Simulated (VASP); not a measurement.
Here is a VASP 6.6.1 calculation.

Contents of INCAR:

```
SYSTEM = Os
PREC     = Accurate       ! precision mode
ENCUT    = 520            ! plane-wave cutoff, eV
EDIFF    = 1E-6           ! SCF threshold, eV
ISMEAR   = -1             ! smearing method
SIGMA    = 0.15           ! smearing width, eV
LREAL    = .False.        ! projectors in reciprocal space
LASPH    = .True.         ! aspherical terms in the spheres
NELM     = 100            ! most SCF steps
ALGO     = Fast           ! electronic algorithm
ISIF     = 2              ! what is computed and relaxed
LWAVE    = .False.        ! write WAVECAR
LCHARG   = .False.        ! write CHGCAR
GGA      = PS             ! functional
NBANDS   = 15             ! bands
```

Contents of KPOINTS:

```
Automatic mesh
0
Gamma
  18 18 12
  0 0 0
```

File POSCAR:

```
Os
1.0
    2.7290030556      0.0000000000      0.0000000000
   -1.3645015278      2.3633859731      0.0000000000
    0.0000000000      0.0000000000      4.3110892369
Os
2
Direct
    0.3333333333      0.6666666667      0.2500000000
    0.6666666667      0.3333333333      0.7500000000
```

Potentials or basis: VASP PAW PBE potentials, release 64 (Os).

Command:

```sh
$ cat potpaw_PBE.64/Os/POTCAR > POTCAR
$ mpirun -np 1 vasp_std > vasp.out
```

**Question.** Estimate the pressure.

**Answer.** 0.4 GPa.

**Question.** What does it give for the band gap on the k mesh?

**Answer.** Zero (bands 8 and 9 overlap by 3.98 eV).

Caveat: the PAW data sets were made with another functional, which shifts forces and pressure a little; spin-orbit coupling is left out, which moves the levels of the heavy elements.
